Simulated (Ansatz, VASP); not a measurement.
Two plane-wave programs on BaO

File INCAR:

```
PREC = Accurate ; ENCUT = 600
EDIFF = 1E-6 ; ISMEAR = 0
SIGMA = 0.01 ; LREAL = F
LASPH = T ; NELM = 120
ALGO = Normal ; ISIF = 2
LWAVE = F ; LCHARG = F
GGA = PE ; NBANDS = 15
GGA_COMPAT = F
```

File KPOINTS:

```
regular mesh
0
Gamma
  6 6 6
```

File POSCAR:

```
BaO
1.0
    0.0000000000      2.7298296450      2.7298296450
    2.7298296450      0.0000000000      2.7298296450
    2.7298296450      2.7298296450      0.0000000000
Ba O
1 1
Direct
    0.0000000000      0.0000000000      0.0000000000
    0.5000000000      0.5000000000      0.5000000000
```

Input for Ansatz:

```yaml
crystal:
  lattice:
    - [0.0, 2.729829645, 2.729829645]
    - [2.729829645, 0.0, 2.729829645]
    - [2.729829645, 2.729829645, 0.0]
  atoms:
    - { symbol: Ba, position: [0.0, 0.0, 0.0] }
    - { symbol: O, position: [0.5, 0.5, 0.5] }
kpoints:
  mp_grid: { grid: [6, 6, 6] }
hamiltonian:
  xc: pbe
scf:
  occupations: { method: fixed }
  n_extra_bands: 4
output:
  forces: true
  stress: true
  eigenvalues: true
```

Alike in both runs: task single point; functional PBE; k mesh 6 × 6 × 6; no spin polarisation.

|  | VASP | Ansatz |
| --- | --- | --- |
| version | VASP 6.6.1 | Ansatz 0.2.0 |
| potentials or method | VASP PAW PBE potentials, release 64 (Ba_sv, O) | plane waves, PAW |
| plane-wave cutoff (eV) | 600 | 420 |
| occupations | gaussian, width 0.01 eV | fixed |
| valence electrons in the cell | 16 | 16 |

```tsv
	VASP	Ansatz	Ansatz less VASP
gap on the k mesh at the Fermi level (eV)	1.82	1.89	+0.072
pressure (GPa)	6.9	4.9	-1.95
```

Neither program's run includes spin-orbit coupling.
